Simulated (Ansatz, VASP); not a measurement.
GaSb5 in VASP and in Ansatz

```
Ga Sb
1.0
     6.15919    0.00000    0.00000
    -3.07959    5.33401    0.00000
     0.00000    0.00000    5.63123
Ga Sb
1 5
Direct
  0.00000 0.00000 0.50000
  0.50000 0.00000 0.00000
  0.00000 0.50000 0.00000
  0.50000 0.50000 0.00000
  0.33333 0.66667 0.50000
  0.66667 0.33333 0.50000
```

Alike in both runs: functional PBE; k mesh 6 × 6 × 6; occupations gaussian, width 0.1 eV; no spin polarisation.

Ansatz relaxed the structure, and its values are those at the end. VASP's run is a single point on that final structure, the one shown.

|  | VASP | Ansatz |
| --- | --- | --- |
| version | VASP 6.6.1 | Ansatz 0.2.0 |
| potentials or method | VASP PAW PBE potentials, release 64 (Ga_d, Sb), cutoff 520 eV | scalar-relativistic, plane waves, PAW |
| valence electrons in the cell | 38 | 88 |

```csv
,VASP,Ansatz,Ansatz less VASP
gap on the k mesh at the Fermi level (eV),none,none,-
pressure (GPa),-0.1,0.0,+0.05
```

A gap of «none» marks a metal or a gap that the smearing closes. VASP's potentials hold 38 valence electrons a cell and Ansatz's 88, so a difference there can come from the potentials and not from the codes.

Neither program's run includes spin-orbit coupling.
